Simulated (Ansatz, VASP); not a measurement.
# Fe: VASP beside Ansatz

The input INCAR:

```
SYSTEM = Fe
PREC     = Accurate       ! precision mode
ENCUT    = 520            ! plane-wave cutoff, eV
EDIFF    = 1E-6           ! SCF threshold, eV
ISMEAR   = -1             ! smearing method
SIGMA    = 0.05           ! smearing width, eV
LREAL    = .False.        ! projectors in reciprocal space
LASPH    = .True.         ! aspherical terms in the spheres
NELM     = 150            ! most SCF steps
ALGO     = Normal         ! electronic algorithm
ISIF     = 2              ! what is computed and relaxed
LWAVE    = .False.        ! write WAVECAR
LCHARG   = .False.        ! write CHGCAR
ISPIN    = 2              ! spin polarisation
MAGMOM   = 2.655          ! initial moments
LORBIT   = 11             ! projections on sites
LMAXMIX  = 4              ! l up to which the mixer works
GGA      = PE             ! functional
NBANDS   = 14             ! bands
```

KPOINTS

```
regular mesh
0
Gamma
  24 24 24
  0 0 0
```

File POSCAR:

```
Fe
1.0
    0.0000000000      1.8208597540      1.8208597540
    1.8208597540      0.0000000000      1.8208597540
    1.8208597540      1.8208597540      0.0000000000
Fe
1
Direct
    0.0000000000      0.0000000000      0.0000000000
```

Input for Ansatz:

```yaml
crystal:
  lattice:
    - [0.0, 1.820859754, 1.820859754]
    - [1.820859754, 0.0, 1.820859754]
    - [1.820859754, 1.820859754, 0.0]
  atoms:
    - { symbol: Fe, position: [0.0, 0.0, 0.0], spin: 2.655 }
hamiltonian:
  xc: pbe
  pseudopotentials:
    kind: paw
    azcp:
      Fe: "pseudopotentials/Fe.paw.azcp"
basis:
  ecutwfc: 420
  fft_grid_basis: typed
kpoints:
  mp_grid: { grid: [24, 24, 24], shift: [0, 0, 0] }
magnetization:
  spin_polarized: true
scf:
  occupations: { method: fermi_dirac, width: 0.05 }
```

Alike in both runs: task single point; functional PBE; k mesh 24 × 24 × 24; occupations fermi-dirac, width 0.05 eV; collinear spin.

|  | VASP | Ansatz |
| --- | --- | --- |
| version | VASP 6.6.1 | Ansatz 0.2.0 |
| potentials or method | VASP PAW PBE potentials, release 64 (Fe), cutoff 520 eV | plane waves (420 eV) with PAW, scalar-relativistic |
| valence electrons in the cell | 8 | 16 |

|  | VASP | Ansatz | Ansatz less VASP |
| --- | --- | --- | --- |
| net moment per atom (μB) | 2.57 | 2.57 | -0.003 |
| size of the moment on the site where the two differ most (μB) | 2.57 | 2.62 | +0.044 |

Site moments also hang on the region over which each program counts them. With one functional, cell and mesh, what is left measures potentials, basis and numerics. VASP's potentials hold 8 valence electrons a cell and Ansatz's 16, so a difference there can come from the potentials and not from the codes.
